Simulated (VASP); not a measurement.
# Ce (P6_3/mmc) in VASP: a series of runs

Runs on Ce. Level: LDA. Tasks: electric field gradients.

Everything below comes from runs of VASP 6.6.1. Logs are shortened: lines on timing, memory, paths and dates and some standing lists are left out, and cuts for length are marked.

### Step 1. The cell of the first run

It takes space group P6_3/mmc (No. 194, hexagonal). The conventional cell has a = 3.226 Å, b = 3.226 Å, c = 5.981 Å, α = 90.00°, β = 90.00°, γ = 120.00°. Within 4.2 Å of Ce (site symmetry -6m2) lie 12 Ce at 3.23 to 3.52 Å.

### Step 2. Electric field gradients, LDA (volume scaled by 1.06)

INCAR reads:

```
ALGO     = Normal         # electronic algorithm
EDIFF    = 1E-8           # SCF threshold, eV
ENCUT    = 520            # plane-wave cutoff, eV
ISIF     = 2              # what is computed and relaxed
ISMEAR   = -1             # smearing method
LASPH    = T              # aspherical terms in the spheres
LCHARG   = F              # write CHGCAR
LEFG     = T            
LREAL    = F              # projectors in reciprocal space
LWAVE    = F              # write WAVECAR
NBANDS   = 19             # bands
NELM     = 100            # most SCF steps
PREC     = Accurate       # precision mode
SIGMA    = 0.05           # smearing width, eV
```

KPOINTS reads:

```
k-points
0
Gamma
  15 15 7
```

POSCAR reads:

```
Ce
1.0
    3.2255505688      0.0000000000      0.0000000000
   -1.6127752844      2.7934087338      0.0000000000
    0.0000000000      0.0000000000      5.9812049394
Ce
2
Direct
    0.3333333333      0.6666666667      0.2500000000
    0.6666666667      0.3333333333      0.7500000000
```

Potentials or basis: VASP PAW LDA potentials, release 64 (Ce).

Launch:

```sh
cat potpaw_LDA.64/Ce/POTCAR > POTCAR
mpirun -np 1 vasp_std > vasp.out
```

OUTCAR:

```text
EDIFF = 1E-8
   ENCUT = 520
   ISIF = 2
   ISMEAR = -1
   LASPH = T
   LREAL = F
   NELM = 100
   PREC = Accurate

 ion  position               nearest neighbor table
   1  0.333  0.667  0.250-
   2  0.667  0.333  0.750-

  LATTYP: Found a hexagonal cell.
 ALAT       =     3.2255505688
 C/A-ratio  =     1.8543206227

  Lattice vectors:

 A1 = (   3.2255505688,   0.0000000000,   0.0000000000)
 A2 = (  -1.6127752844,   2.7934087338,   0.0000000000)
 A3 = (   0.0000000000,   0.0000000000,   5.9812049394)

Analysis of symmetry for initial positions (statically):
=====================================================================
 Subroutine PRICEL returns:
 Original cell was already a primitive cell.

 Routine SETGRP: Setting up the symmetry group for a
 hexagonal supercell.

 Subroutine GETGRP returns: Found 24 space group operations
 (whereof 12 operations were pure point group operations)
 out of a pool of 24 trial point group operations.

The static configuration has the point symmetry D_3d.
 The point group associated with its full space group is D_6h.

Analysis of symmetry for dynamics (positions and initial velocities):
=====================================================================
 Subroutine PRICEL returns:
 Original cell was already a primitive cell.

 Routine SETGRP: Setting up the symmetry group for a
 hexagonal supercell.

 Subroutine GETGRP returns: Found 24 space group operations
 (whereof 12 operations were pure point group operations)
 out of a pool of 24 trial point group operations.

The dynamic configuration has the point symmetry D_3d.
 The point group associated with its full space group is D_6h.

 Subroutine INISYM returns: Found 24 space group operations
 (whereof 12 operations are pure point group operations),
 and found     1 'primitive' translations

----------------------------------------------------------------------------------------

                                     Primitive cell

  volume of cell :      53.8923

  direct lattice vectors                    reciprocal lattice vectors
     3.225550569  0.000000000  0.000000000     0.310024592  0.178992782  0.000000000
    -1.612775284  2.793408734  0.000000000     0.000000000  0.357985564  0.000000000
     0.000000000  0.000000000  5.981204939     0.000000000  0.000000000  0.167190392

  length of vectors
     3.225550569  3.225550569  5.981204939     0.357985564  0.357985564  0.167190392

  position of ions in fractional coordinates (direct lattice)
     0.333333333  0.666666667  0.250000000
     0.666666667  0.333333333  0.750000000

  ion indices of the primitive-cell ions
   primitive index   ion index
                 1           1
                 2           2

----------------------------------------------------------------------------------------

 KPOINTS: k-points

Automatic generation of k-mesh.
 Grid dimensions read from file:
 generate k-points for:   15   15    7

 Generating k-lattice:

  Cartesian coordinates                     Fractional coordinates (reciprocal lattice)
     0.020668306  0.011932852  0.000000000     0.066666667  0.000000000  0.000000000
     0.000000000  0.023865704  0.000000000     0.000000000  0.066666667  0.000000000
     0.000000000  0.000000000  0.023884342     0.000000000  0.000000000  0.142857143

  Length of vectors
     0.023865704  0.023865704  0.023884342

  Shift w.r.t. Gamma in fractional coordinates (k-lattice)
     0.000000000  0.000000000  0.000000000

 Subroutine IBZKPT returns following result:
 ===========================================

 Found    108 irreducible k-points:

 Following reciprocal coordinates:
            Coordinates               Weight
  0.000000  0.000000  0.000000      1.000000
  0.066667  0.000000  0.000000      6.000000
  0.133333  0.000000  0.000000      6.000000
  0.200000  0.000000  0.000000      6.000000
  0.266667  0.000000  0.000000      6.000000
  0.333333  0.000000  0.000000      6.000000
[... 16 lines left out ...]
  0.333333  0.200000  0.000000     12.000000
  0.400000  0.200000  0.000000      6.000000
 [... further k-points ...]
   k-points           NKPTS =    108   k-points in BZ     NKDIM =    108   number of bands    NBANDS=     19
   number of dos      NEDOS =    301   number of ions     NIONS =      2
   total plane-waves  NPLWV =  27648
   dimension x,y,z NGX =    24 NGY =   24 NGZ =   48
   dimension x,y,z NGXF=    48 NGYF=   48 NGZF=   96
   ions per type =               2
   NGX,Y,Z   is equivalent  to a cutoff of  12.37, 12.37, 13.34 a.u.
   NGXF,Y,Z  is equivalent  to a cutoff of  24.74, 24.74, 26.68 a.u.
 SYSTEM =  unknown system
   PREC   = accura    normal or accurate (medium, high low for compatibility)
   ISTART =      0    job   : 0-new  1-cont  2-samecut
   ICHARG =      2    charge: 1-file 2-atom 10-const
   ISPIN  =      1    spin polarized calculation?
   LNONCOLLINEAR =      F non collinear calculations
   LSORBIT =      F    spin-orbit coupling
   LASPH  =      T    aspherical Exc in radial PAW
   ENCUT  =  520.0 eV  38.22 Ry    6.18 a.u.   6.00  6.00 11.12*2*pi/ulx,y,z
   NELM   =    100;   NELMIN=  2; NELMDL= -5     # of ELM steps
   EDIFF  = 0.1E-07   stopping-criterion for ELM
   LREAL  =      F    real-space projection
   EDIFFG = 0.1E-06   stopping-criterion for IOM
   NSW    =      0    number of steps for IOM
   IBRION =     -1    ionic relax: 0-MD 1-quasi-New 2-CG
   NFREE  =      0    steps in history (QN), initial steepest desc. (CG)
   ISIF   =      2    stress and relaxation
   ISYM   =      2    0-nonsym 1-usesym 2-fastsym
   POTIM  = 0.5000    time-step for ionic-motion
   TEBEG  =    0.0;   TEEND  =   0.0 temperature during run
   PSTRESS=    0.0 pullay stress
   NELECT =      24.0000    total number of electrons
   NUPDOWN=      -1.0000    fix difference up-down
   EMIN   =  10.00;   EMAX   =-10.00  energy-range for DOS
   EFERMI =   0.00;   METHOD = LEGACY
   ISMEAR =    -1;   SIGMA  =   0.05  broadening in eV -4-tet -1-fermi 0-gaus
   EFERMI_NEDOS =   21; number of points for ismear=-14 and -15
   IALGO  =     38    algorithm
   IMIX   =      4    mixing-type and parameters
     AMIX     =   0.40;   BMIX     =  1.00
     AMIX_MAG =   1.60;   BMIX_MAG =  1.00
  volume/ion in A,a.u.               =      26.95       181.84
  Fermi-wavevector in a.u.,A,eV,Ry     =   1.250171  2.362481 21.264935  1.562929
  Thomas-Fermi vector in A             =   2.384178
   LORBIT       =      0    0 simple, 1 ext, 2 COOP (PROOUT), +10 PAW based schemes
   GGA     = CA    functional components
   LHFCALC =     F    Hartree Fock is set to
   AEXX    =    0.0000 exact exchange contribution
   IVDW    =     0    specifies the selected vdW correction
   LEPSILON=     F    determine dielectric tensor
   LRPA    =     F    only Hartree local field effects (RPA)
 non-spin polarized calculation
  energy-cutoff  :      520.00
  volume of cell :       53.89
 maximum number of plane-waves:      1494
 NGX is ok and might be reduce to    24
   NGX = 11   NGY = 11   NGZ = 23

 number of electron      24.0000000 magnetization

 Free energy of the ion-electron system (eV)
  ---------------------------------------------------
  ext. energy  EPLUGINS =         0.00000000
  ---------------------------------------------------
  free energy    TOTEN  =       -13.46830643 eV

  energy without entropy =      -13.40779486  energy(sigma->0) =      -13.43805064

 E-fermi :   8.7974     XC(G=0): -11.3929

 val. band max:        8.7956473642   @ k =   0.0000   0.0000   0.2857
 cond. band min:       8.8031323826   @ k =   0.0667   0.0667   0.0000
 fundamental gap:      0.0074850184
 Fermi energy:         8.7973990905

 k-point     1 :       0.0000    0.0000    0.0000
  band No.  band energies     occupation
      1     -25.7084      2.00000
      2     -25.4016      2.00000
      3      -9.5130      2.00000
      4      -7.3642      2.00000
      5      -6.8784      2.00000
      6      -6.8784      2.00000
[... 11 lines left out ...]
     18       9.4473      0.00000
     19       9.4502      0.00000

 k-point     2 :       0.0667    0.0000    0.0000
  band No.  band energies     occupation
      1     -25.6850      2.00000
      2     -25.3830      2.00000
      3      -9.4755      2.00000
      4      -7.3626      2.00000
      5      -7.0314      2.00000
      6      -6.9174      2.00000
[... 476 lines left out ...]
 k-point    24 :       0.4000    0.2000    0.0000
  band No.  band energies     occupation
      1     -25.0283      2.00000
      2     -24.9642      2.00000
      3      -9.5230      2.00000
      4      -9.2549      2.00000
      5      -8.3547      2.00000
      6      -8.1372      2.00000
[... 11 lines left out ...]
     18       9.5135      0.00000
     19       9.5657      0.00000

 [... further k-points ...]
[... 5 lines left out ...]
  --------------------------------------------------------------------------------------
  -------------------------------------------------------------------------------------
  Total       -2.0553499     -2.0553499     -2.3954277      0.0000000      0.0000000      0.0000000
  in kB      -61.1039549    -61.1039549    -71.2142036      0.0000000      0.0000000      0.0000000
  external PRESSURE =     -64.4740378 kB  Pullay stress =       0.0000000 kB

 VOLUME and BASIS-vectors are now :
 -----------------------------------------------------------------------------
  energy-cutoff  :      520.00
  volume of cell :       53.89
      direct lattice vectors                 reciprocal lattice vectors
     3.225550569  0.000000000  0.000000000     0.310024592  0.178992782  0.000000000
    -1.612775284  2.793408734  0.000000000     0.000000000  0.357985564  0.000000000
     0.000000000  0.000000000  5.981204939     0.000000000  0.000000000  0.167190392

 POSITION                                       TOTAL-FORCE (eV/Angst)
 -----------------------------------------------------------------------------------
     -0.00000      1.86227      1.49530         0.000000     -0.000000      0.000000
      1.61278      0.93114      4.48590        -0.000000      0.000000      0.000000
 -----------------------------------------------------------------------------------
    total drift:                               -0.000000      0.000000     -0.000000

  FREE ENERGIE OF THE ION-ELECTRON SYSTEM (eV)
  ---------------------------------------------------
  free  energy   TOTEN  =       -13.4683064280 eV

  energy  without entropy=      -13.4077948592  energy(sigma->0) =      -13.43805064

 Electric field gradients (V/A^2)
---------------------------------------------------------------------
 ion       V_xx      V_yy      V_zz      V_xy      V_xz      V_yz
---------------------------------------------------------------------
   1      62.749    62.749  -125.498    -0.000     0.000    -0.000
   2      62.749    62.749  -125.498    -0.000    -0.000     0.000
---------------------------------------------------------------------

 Electric field gradients after diagonalization (V/A^2)
 (convention: |V_zz| > |V_xx| > |V_yy|)
----------------------------------------------------------------------
 ion       V_xx      V_yy      V_zz     asymmetry (V_yy - V_xx)/ V_zz
----------------------------------------------------------------------
   1      62.749    62.748  -125.498       0.000
   2      62.749    62.748  -125.498       0.000
----------------------------------------------------------------------

           NMR quadrupolar parameters

 Cq : quadrupolar parameter    Cq=e*Q*V_zz/h
 eta: asymmetry parameters     (V_yy - V_xx)/ V_zz
 Q  : nuclear electric quadrupole moment in mb (millibarn)
----------------------------------------------------------------------
 ion       Cq(MHz)       eta       Q (mb)
----------------------------------------------------------------------
   1      -0.303       0.000       1.000
   2      -0.303       0.000       1.000
----------------------------------------------------------------------
```

Run time: 2.1 min. Hardware: 1 thread of Intel Xeon Platinum 8259CL at 2.50GHz (Skylake/Cascade Lake), shared host; peak memory 0.24 GiB.

What came out:

```
Free energy            : -13.4683 eV
Pressure               : -6.4 GPa
Band gap on the k mesh : zero (band 12 reaches 9.09 eV, above the bottom of band 13 at 8.58 eV)
```

Stress tensor (GPa, compression positive):
```
-6.11  0.00  0.00
 0.00 -6.11  0.00
 0.00  0.00 -7.12
```

Electric field gradients, principal values (V/Å²):
```
atom   least  middle  greatest (by size)
1 Ce  62.748  62.749            -125.498
2 Ce  62.748  62.749            -125.498
```

Caveat: without QUAD_EFG the Cq values of the log hold for a quadrupole moment of 1 mb, not for the nuclei; spin-orbit coupling is left out, which moves the levels of the heavy elements.

[end of part 1 of 2]
